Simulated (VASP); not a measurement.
# HC12 (a cell with a defect) in VASP: a series of runs

The runs below take HC12 (a cell with a defect) through single point, with LDA.

Everything below comes from runs of VASP 6.6.1. Logs are shortened: lines on timing, memory, paths and dates and some standing lists are left out, and cuts for length are marked.

## 1. The cell of the first run

The cell holds a defect, 13 atoms: a = 4.325 Å, b = 4.325 Å, c = 4.325 Å, α = 80.41°, β = 70.53°, γ = 60.00°.

## 2. Single point, LDA

Contents of INCAR:

```
SYSTEM = HC12
PREC = Accurate
ENCUT = 520
EDIFF = 1E-6
ISMEAR = 0
SIGMA = 0.05
LREAL = .FALSE.
LASPH = .TRUE.
NELM = 100
ALGO = Normal
ISIF = 2
LWAVE = .FALSE.
LCHARG = .TRUE.
GGA = CA
LELF = .TRUE.
LVHAR = .TRUE.
NBANDS = 36
NELECT = 48.0
```

Contents of KPOINTS:

```
regular mesh
0
G
  6 6 6
  0 0 0
```

Contents of POSCAR:

```
HC12
1.0
    1.7657489870     -3.5314979740     -1.7657489870
    3.5314979740     -1.7657489870      1.7657489870
   -1.7657489870     -3.5314979740      1.7657489870
C H
12 1
Direct
    0.2500000000      1.0000000000      0.2500000000
    0.0833333333      0.3333333333      0.7500000000
    0.9166666667      0.6666666667      0.2500000000
    0.7500000000      1.0000000000      0.7500000000
    0.5833333333      0.3333333333      0.2500000000
    0.4166666667      0.6666666667      0.7500000000
    0.9583333333      0.3333333333      0.1250000000
    0.7916666667      0.6666666667      0.6250000000
    0.6250000000      1.0000000000      0.1250000000
    0.4583333333      0.3333333333      0.6250000000
    0.2916666667      0.6666666667      0.1250000000
    0.1250000000      1.0000000000      0.6250000000
    1.0416666667      0.2500000000      0.2916666667
```

Potentials or basis: VASP PAW LDA potentials, release 64 (C, H).

The run is started by

```
$ cat potpaw_LDA.64/C/POTCAR potpaw_LDA.64/H/POTCAR > POTCAR
$ mpirun -np 1 vasp_std > vasp.out
```

OUTCAR:

```text
SYSTEM = HC12
   PREC = Accurate
   ENCUT = 520
   EDIFF = 1E-6
   ISMEAR = 0
   LREAL = .FALSE.
   LASPH = .TRUE.
   NELM = 100
   ISIF = 2
   GGA = CA
   NELECT = 48.0

 ion  position               nearest neighbor table
   1  0.250  0.000  0.250-  13 1.00  11 1.53   7 1.53  12 1.53   9 1.53
   2  0.083  0.333  0.750-  12 1.53   8 1.53  10 1.53   7 1.53
   3  0.917  0.667  0.250-   8 1.53   9 1.53  11 1.53   7 1.53
   4  0.750  0.000  0.750-   8 1.53   9 1.53  10 1.53  12 1.53
   5  0.583  0.333  0.250-   9 1.53   7 1.53  10 1.53  11 1.53
   6  0.417  0.667  0.750-   8 1.53  11 1.53  12 1.53  10 1.53
   7  0.958  0.333  0.125-  13 0.86   2 1.53   5 1.53   1 1.53   3 1.53
   8  0.792  0.667  0.625-   4 1.53   3 1.53   2 1.53   6 1.53
   9  0.625  0.000  0.125-   5 1.53   3 1.53   4 1.53   1 1.53
  10  0.458  0.333  0.625-   2 1.53   4 1.53   5 1.53   6 1.53
  11  0.292  0.667  0.125-   1 1.53   3 1.53   5 1.53   6 1.53
  12  0.125  0.000  0.625-   2 1.53   1 1.53   4 1.53   6 1.53
  13  0.042  0.250  0.292-   7 0.86   1 1.00

  LATTYP: Found a base centered monoclinic cell.
 ALAT       =     4.3251840320
 B/A-ratio  =     1.7320508076
 C/A-ratio  =     1.0000000000
 COS(beta)  =    -0.3333333333

  Lattice vectors:

 A1 = (   1.7657489870,   1.7657489870,   3.5314979740)
 A2 = (  -3.5314979740,   1.7657489870,  -1.7657489870)
 A3 = (  -1.7657489870,  -3.5314979740,   1.7657489870)

Analysis of symmetry for initial positions (statically):
=====================================================================
 Subroutine PRICEL returns:
 Original cell was already a primitive cell.

 Routine SETGRP: Setting up the symmetry group for a
 base centered monoclinic supercell.

 Subroutine GETGRP returns: Found  1 space group operations
 (whereof  1 operations were pure point group operations)
 out of a pool of  4 trial point group operations.

The static configuration has the point symmetry C_1 .

Analysis of symmetry for dynamics (positions and initial velocities):
=====================================================================
 Subroutine PRICEL returns:
 Original cell was already a primitive cell.

 Routine SETGRP: Setting up the symmetry group for a
 base centered monoclinic supercell.

 Subroutine GETGRP returns: Found  1 space group operations
 (whereof  1 operations were pure point group operations)
 out of a pool of  4 trial point group operations.

The dynamic configuration has the point symmetry C_1 .

 Subroutine INISYM returns: Found  1 space group operations
 (whereof  1 operations are pure point group operations),
 and found     1 'primitive' translations

----------------------------------------------------------------------------------------

                                     Primitive cell

  volume of cell :      66.0645

  direct lattice vectors                    reciprocal lattice vectors
     1.765748987 -3.531497974 -1.765748987     0.047194326 -0.141582978 -0.235971630
     3.531497974 -1.765748987  1.765748987     0.188777304  0.000000000  0.188777304
    -1.765748987 -3.531497974  1.765748987    -0.141582978 -0.141582978  0.141582978

  length of vectors
     4.325184032  4.325184032  4.325184032     0.279205398  0.266971424  0.245228911

  position of ions in fractional coordinates (direct lattice)
     0.250000000  0.000000000  0.250000000
     0.083333333  0.333333333  0.750000000
     0.916666667  0.666666667  0.250000000
     0.750000000  0.000000000  0.750000000
     0.583333333  0.333333333  0.250000000
     0.416666667  0.666666667  0.750000000
     0.958333333  0.333333333  0.125000000
     0.791666667  0.666666667  0.625000000
     0.625000000  0.000000000  0.125000000
     0.458333333  0.333333333  0.625000000
     0.291666667  0.666666667  0.125000000
     0.125000000  0.000000000  0.625000000
     0.041666667  0.250000000  0.291666667

  ion indices of the primitive-cell ions
   primitive index   ion index
                 1           1
                 2           2
                 3           3
                 4           4
                 5           5
                 6           6
                 7           7
                 8           8
                 9           9
                10          10
                11          11
                12          12
                13          13

----------------------------------------------------------------------------------------

 KPOINTS: regular mesh

Automatic generation of k-mesh.
 Grid dimensions read from file:
 generate k-points for:    6    6    6

 Generating k-lattice:

  Cartesian coordinates                     Fractional coordinates (reciprocal lattice)
     0.007865721 -0.023597163 -0.039328605     0.166666667 -0.000000000 -0.000000000
     0.031462884  0.000000000  0.031462884     0.000000000  0.166666667  0.000000000
    -0.023597163 -0.023597163  0.023597163     0.000000000  0.000000000  0.166666667

  Length of vectors
     0.046534233  0.044495237  0.040871485

  Shift w.r.t. Gamma in fractional coordinates (k-lattice)
     0.000000000  0.000000000  0.000000000

 Subroutine IBZKPT returns following result:
 ===========================================

 Found    112 irreducible k-points:

 Following reciprocal coordinates:
            Coordinates               Weight
  0.000000  0.000000  0.000000      1.000000
  0.166667  0.000000  0.000000      2.000000
 -0.166667 -0.166667 -0.000000      2.000000
  0.333333 -0.000000  0.000000      2.000000
 -0.333333 -0.333333 -0.000000      2.000000
  0.500000 -0.000000  0.000000      1.000000
[... 16 lines left out ...]
 -0.166667 -0.166667 -0.166667      2.000000
  0.333333 -0.000000  0.166667      2.000000
 [... further k-points ...]
   k-points           NKPTS =    112   k-points in BZ     NKDIM =    112   number of bands    NBANDS=     36
   number of dos      NEDOS =    301   number of ions     NIONS =     13
   total plane-waves  NPLWV =  32768
   dimension x,y,z NGX =    32 NGY =   32 NGZ =   32
   dimension x,y,z NGXF=    64 NGYF=   64 NGZF=   64
   ions per type =              12   1
   NGX,Y,Z   is equivalent  to a cutoff of  12.30, 12.30, 12.30 a.u.
   NGXF,Y,Z  is equivalent  to a cutoff of  24.60, 24.60, 24.60 a.u.
 SYSTEM =  HC12
   PREC   = accura    normal or accurate (medium, high low for compatibility)
   ISTART =      0    job   : 0-new  1-cont  2-samecut
   ICHARG =      2    charge: 1-file 2-atom 10-const
   ISPIN  =      1    spin polarized calculation?
   LNONCOLLINEAR =      F non collinear calculations
   LSORBIT =      F    spin-orbit coupling
   LASPH  =      T    aspherical Exc in radial PAW
   ENCUT  =  520.0 eV  38.22 Ry    6.18 a.u.   8.04  8.04  8.04*2*pi/ulx,y,z
   NELM   =    100;   NELMIN=  2; NELMDL= -5     # of ELM steps
   EDIFF  = 0.1E-05   stopping-criterion for ELM
   LREAL  =      F    real-space projection
   EDIFFG = 0.1E-04   stopping-criterion for IOM
   NSW    =      0    number of steps for IOM
   IBRION =     -1    ionic relax: 0-MD 1-quasi-New 2-CG
   NFREE  =      0    steps in history (QN), initial steepest desc. (CG)
   ISIF   =      2    stress and relaxation
   ISYM   =      2    0-nonsym 1-usesym 2-fastsym
   POTIM  = 0.5000    time-step for ionic-motion
   TEBEG  =    0.0;   TEEND  =   0.0 temperature during run
   PSTRESS=    0.0 pullay stress
   NELECT =      48.0000    total number of electrons
   NUPDOWN=      -1.0000    fix difference up-down
   EMIN   =  10.00;   EMAX   =-10.00  energy-range for DOS
   EFERMI =   0.00;   METHOD = LEGACY
   ISMEAR =     0;   SIGMA  =   0.05  broadening in eV -4-tet -1-fermi 0-gaus
   EFERMI_NEDOS =   21; number of points for ismear=-14 and -15
   IALGO  =     38    algorithm
   IMIX   =      4    mixing-type and parameters
     AMIX     =   0.40;   BMIX     =  1.00
     AMIX_MAG =   1.60;   BMIX_MAG =  1.00
  volume/ion in A,a.u.               =       5.08        34.29
  Fermi-wavevector in a.u.,A,eV,Ry     =   1.471745  2.781195 29.470667  2.166033
  Thomas-Fermi vector in A             =   2.586844
   LORBIT       =      0    0 simple, 1 ext, 2 COOP (PROOUT), +10 PAW based schemes
   GGA     = CA    functional components
   LHFCALC =     F    Hartree Fock is set to
   AEXX    =    0.0000 exact exchange contribution
   IVDW    =     0    specifies the selected vdW correction
   LEPSILON=     F    determine dielectric tensor
   LRPA    =     F    only Hartree local field effects (RPA)
 non-spin polarized calculation
 Gauss-broadening in eV      SIGMA  =   0.05
  energy-cutoff  :      520.00
  volume of cell :       66.06
 maximum number of plane-waves:      1807
   NGX = 17   NGY = 17   NGZ = 17

 number of electron      47.9999997 magnetization

 Free energy of the ion-electron system (eV)
  ---------------------------------------------------
  ext. energy  EPLUGINS =         0.00000000
  ---------------------------------------------------
  free energy    TOTEN  =      -128.94674865 eV

  energy without entropy =     -128.94674865  energy(sigma->0) =     -128.94674865

 E-fermi :  10.5576     XC(G=0): -13.6313

 val. band max:       10.3295417198   @ k =   0.0000   0.0000   0.0000
 cond. band min:      13.7579522593   @ k =  -0.3333   0.3333   0.3333
 fundamental gap:      3.4284105395
 Fermi energy:        10.5576459031

 k-point     1 :       0.0000    0.0000    0.0000
  band No.  band energies     occupation
      1     -12.8314      2.00000
      2      -8.1461      2.00000
      3      -4.9051      2.00000
      4      -4.0743      2.00000
      5      -3.6105      2.00000
      6      -3.4156      2.00000
[... 28 lines left out ...]
     35      20.0965      0.00000
     36      20.6589      0.00000
[... 866 lines left out ...]
      6      -4.3764      2.00000
[... 28 lines left out ...]
     35      19.6498      0.00000
     36      20.5026      0.00000

 [... further k-points ...]

------------------------ aborting loop because EDIFF is reached ----------------------------------------

  FORCE on cell =-STRESS in cart. coord.  units (eV):
  Direction    XX          YY          ZZ          XY          YZ          ZX
  --------------------------------------------------------------------------------------
  -------------------------------------------------------------------------------------
  Total       -3.7954294      1.2989368     -4.4485616      7.7927615      1.6384767      4.0269751
  in kB      -92.0456677     31.5014429   -107.8852434    188.9878227     39.7358687     97.6610491
  external PRESSURE =     -56.1431561 kB  Pullay stress =       0.0000000 kB

 VOLUME and BASIS-vectors are now :
 -----------------------------------------------------------------------------
  energy-cutoff  :      520.00
  volume of cell :       66.06
      direct lattice vectors                 reciprocal lattice vectors
     1.765748987 -3.531497974 -1.765748987     0.047194326 -0.141582978 -0.235971630
     3.531497974 -1.765748987  1.765748987     0.188777304  0.000000000  0.188777304
    -1.765748987 -3.531497974  1.765748987    -0.141582978 -0.141582978  0.141582978

 POSITION                                       TOTAL-FORCE (eV/Angst)
 -----------------------------------------------------------------------------------
      0.00000     -1.76575      0.00000        -5.120630     -2.924581     -8.895455
     -0.00000     -3.53150      1.76575         0.254328     -0.330030     -0.836337
      3.53150     -5.29725     -0.00000         0.929363     -0.562675      1.127900
      0.00000     -5.29725      0.00000         0.055500      0.299183     -0.128554
      1.76575     -3.53150      0.00000        -0.382618     -0.097119      0.482639
      1.76575     -5.29725      1.76575         0.259089      0.168724     -0.208455
      2.64862     -4.41437     -0.88287        10.742339     17.891610      1.612882
      2.64862     -6.18012      0.88287        -0.325333     -0.336415      0.555645
      0.88287     -2.64862     -0.88287         0.530081      0.306328     -0.234924
      0.88287     -4.41437      0.88287        -0.123283     -0.228497      0.173251
      2.64862     -2.64862      0.88287         0.391085      0.832997      0.005907
     -0.88287     -2.64862      0.88287        -1.170932     -0.927464      0.506871
      0.44144     -1.61860      0.88287        -6.038990    -14.092058      5.838631
 -----------------------------------------------------------------------------------
    total drift:                               -0.000012      0.000092     -0.000226

  FREE ENERGIE OF THE ION-ELECTRON SYSTEM (eV)
  ---------------------------------------------------
  free  energy   TOTEN  =      -128.9467486533 eV

  energy  without entropy=     -128.9467486533  energy(sigma->0) =     -128.94674865
```

It took 2.6 min on 1 thread of Intel Xeon 6975P-C, shared host; peak memory 0.28 GiB.

Results:

| Item | Value |
| --- | --- |
| Free energy | -128.9467 eV |
| Largest force | 20.931 eV/Å |

Forces on the atoms (eV/Å):
```
C    -5.121  -2.925  -8.895
C     0.254  -0.330  -0.836
C     0.929  -0.563   1.128
C     0.056   0.299  -0.129
C    -0.383  -0.097   0.483
C     0.259   0.169  -0.208
C    10.742  17.892   1.613
C    -0.325  -0.336   0.556
C     0.530   0.306  -0.235
C    -0.123  -0.228   0.173
C     0.391   0.833   0.006
C    -1.171  -0.927   0.507
H    -6.039 -14.092   5.839
```

Caveat: the cell carries a net charge on a neutralising background, which shifts energy and pressure; the cell is charged against a uniform background, so pressure and absolute levels hang on convention.

## 3. Single point, LDA

Contents of INCAR:

```
  PREC = Accurate
  ENCUT = 520
  EDIFF = 1E-6
  ISMEAR = 0
  SIGMA = 0.05
  LREAL = False
  LASPH = True
  NELM = 100
  ALGO = Normal
  ISIF = 2
  LWAVE = False
  LCHARG = False
  GGA = CA
  NBANDS = 36
  NELECT = 48.0
```

Contents of KPOINTS:

```
Automatic mesh
0
Gamma
  6 6 6
```

Edit POSCAR of step 2 so:

```diff
@@ -20,2 +20,2 @@
     0.1250000000      1.0000000000      0.6250000000
-    1.0416666667      0.2500000000      0.2916666667
+    1.2638888889      0.4722222222      0.2916666667
```

Potentials or basis: VASP PAW LDA potentials, release 64 (C, H).

The run is started by

```
$ cat potpaw_LDA.64/C/POTCAR potpaw_LDA.64/H/POTCAR > POTCAR
$ mpirun -np 1 vasp_std > vasp.out
```

Wall time 2.6 min (1 thread of Intel Xeon 6975P-C, shared host); peak memory 0.28 GiB.

The run converged. Its results:

```yaml
Free_energy: -131.3138 eV
Largest_force: 7.849 eV/Å
```

Forces in eV/Å, atoms in the order of the input:
```
C   -0.864 -0.380  0.227
C   -0.242  0.083  0.057
C   -0.819  2.086  2.206
C    0.265  0.128 -0.224
C   -1.111 -3.456 -3.753
C   -0.054  0.467 -0.630
C    0.602  0.527 -0.265
C   -0.430 -0.372  0.690
C    0.264  0.431 -0.739
C   -0.659 -0.927  0.322
C    7.712  1.384  0.468
C   -0.304 -0.237  0.343
H   -4.359  0.264  1.297
```

Levels at points of the mesh, in eV from the Fermi level:
| k point | band 22 | band 23 | band 24 | band 25 | band 26 | band 27 |
| --- | --- | --- | --- | --- | --- | --- |
| (0.00, 0.00, 0.00) | -0.51 | -0.41 | -0.31 | 4.00 | 4.97 | 5.11 |
| (0.50, 0.00, 0.00) | -4.48 | -2.45 | -2.25 | 3.52 | 6.01 | 6.23 |
| (0.50, 0.50, 0.00) | -4.54 | -2.76 | -2.31 | 4.88 | 5.36 | 6.16 |
| (0.00, 0.50, 0.00) | -3.18 | -2.02 | -1.67 | 3.72 | 4.23 | 5.76 |
| (0.00, 0.00, 0.50) | -2.69 | -1.76 | -1.74 | 4.76 | 6.41 | 6.77 |
| (0.50, 0.00, 0.50) | -3.75 | -3.21 | -3.20 | 2.93 | 4.42 | 5.35 |
| (0.50, 0.50, 0.50) | -3.70 | -3.21 | -3.15 | 3.60 | 4.25 | 5.23 |
| (0.00, 0.50, 0.50) | -4.62 | -4.18 | -4.17 | 4.24 | 5.25 | 5.79 |

Caveat: the cell carries a net charge on a neutralising background, which shifts energy and pressure; the cell is charged against a uniform background, so pressure and absolute levels hang on convention.

## 4. Single point, LDA

Contents of INCAR:

```
PREC = Accurate ; ENCUT = 520
EDIFF = 1E-6 ; ISMEAR = 0
SIGMA = 0.05 ; LREAL = False
LASPH = True ; NELM = 100
ALGO = Normal ; ISIF = 2
LWAVE = False ; LCHARG = False
GGA = CA ; NELECT = 48.0
NBANDS = 36
```

Contents of KPOINTS:

```
regular mesh
0
Gamma
  6 6 6
```

Edit POSCAR of step 3 so:

```diff
@@ -20,2 +20,2 @@
     0.1250000000      1.0000000000      0.6250000000
-    1.2638888889      0.4722222222      0.2916666667
+    1.0972222222      0.4722222222      0.1250000000
```

The run is started by

```
$ cat potpaw_LDA.64/C/POTCAR potpaw_LDA.64/H/POTCAR > POTCAR
$ mpirun -np 1 vasp_std > vasp.out
```

Run time: 2.8 min. Hardware: 1 thread of Intel Xeon 6975P-C, shared host; peak memory 0.28 GiB.

The run converged. Its results:

```
Free energy   : -129.9179 eV
Largest force : 16.042 eV/Å
```

Forces in eV/Å, atoms in the order of the input:
```
C    -0.823  -0.495   0.152
C     0.415   0.635  -0.516
C     3.056  -3.400  15.376
C     0.366   0.257  -0.309
C    -0.255  -0.618   0.741
C     0.363   0.388  -0.236
C    -5.957   6.313  -1.830
C    -0.684  -0.332   0.015
C     0.284   0.548  -0.932
C    -0.061  -0.197  -0.041
C     2.053  -1.550  -0.742
C    -0.262  -0.166   0.309
H     1.505  -1.382 -11.987
```

Levels at points of the mesh, in eV from the Fermi level:
| k point | band 21 | band 22 | band 23 | band 24 | band 25 | band 26 | band 27 | band 28 |
| --- | --- | --- | --- | --- | --- | --- | --- | --- |
| (0.00, 0.00, 0.00) | -3.38 | -0.59 | -0.37 | -0.28 | 4.24 | 4.98 | 5.06 | 5.69 |
| (0.50, 0.50, 0.00) | -4.82 | -4.42 | -2.46 | -2.20 | 3.79 | 5.98 | 6.24 | 6.50 |
| (0.00, 0.50, 0.00) | -3.40 | -3.16 | -1.97 | -1.65 | 4.01 | 4.34 | 5.73 | 7.30 |
| (0.00, 0.00, 0.50) | -3.13 | -2.77 | -1.68 | -1.67 | 5.14 | 6.06 | 6.80 | 6.89 |
| (0.50, 0.00, 0.50) | -3.98 | -3.67 | -3.19 | -3.14 | 4.08 | 4.30 | 5.37 | 5.71 |
| (0.50, 0.50, 0.50) | -3.76 | -3.74 | -3.21 | -3.18 | 3.27 | 4.45 | 5.39 | 5.65 |
| (0.00, 0.50, 0.50) | -4.82 | -4.62 | -4.13 | -4.11 | 4.47 | 5.22 | 5.73 | 6.07 |

Caveat: the cell carries a net charge on a neutralising background, which shifts energy and pressure; the cell is charged against a uniform background, so pressure and absolute levels hang on convention.

[end of part 1 of 2]
